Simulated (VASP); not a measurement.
Input of a VASP 6.6.1 run:

The input POSCAR:

```
Al
1.0
    2.7417226258      0.0000000000      0.0000000000
    0.0000000000      2.7417226258      0.0000000000
    0.0000000000      0.0000000000      2.7417226258
Al
1
Direct
    0.0000000000      0.0000000000      0.0000000000
```

INCAR.step1

```
PREC = Accurate ; ENCUT = 520
ISMEAR = -1 ; SIGMA = 0.1
LREAL = False ; LASPH = True
NELM = 60 ; NBANDS = 8
GGA = PE ; ALGO = Normal
EDIFF = 1E-4 ; LWAVE = True
LCHARG = False
```

File INCAR.step2:

```
PREC = Accurate ; ENCUT = 520
EDIFF = 1E-6 ; ISMEAR = -1
SIGMA = 0.1 ; LREAL = False
LASPH = True ; NELM = 60
ALGO = Normal ; ISIF = 2
LWAVE = False ; LCHARG = True
METAGGA = R2SCAN ; LMIXTAU = True
LELF = True ; LVHAR = True
NBANDS = 8 ; ISTART = 1
```

The input KPOINTS:

```
regular mesh
0
Gamma
  13 13 13
```

Potentials or basis: VASP PAW PBE potentials, release 64 (Al).

Run with:

```bash
$ cat potpaw_PBE.64/Al/POTCAR > POTCAR
$ cp INCAR.step1 INCAR
$ mpirun -np 1 vasp_std > vasp.out
$ cp INCAR.step2 INCAR
$ mpirun -np 1 vasp_std > vasp.out
```

What does it give for the band gap on the k mesh?

Zero (an odd number of electrons rules out a gap without spin polarisation).

Predict the pressure.

-2.2 GPa.

Caveat: the PAW data sets were made with another functional, which shifts forces and pressure a little.
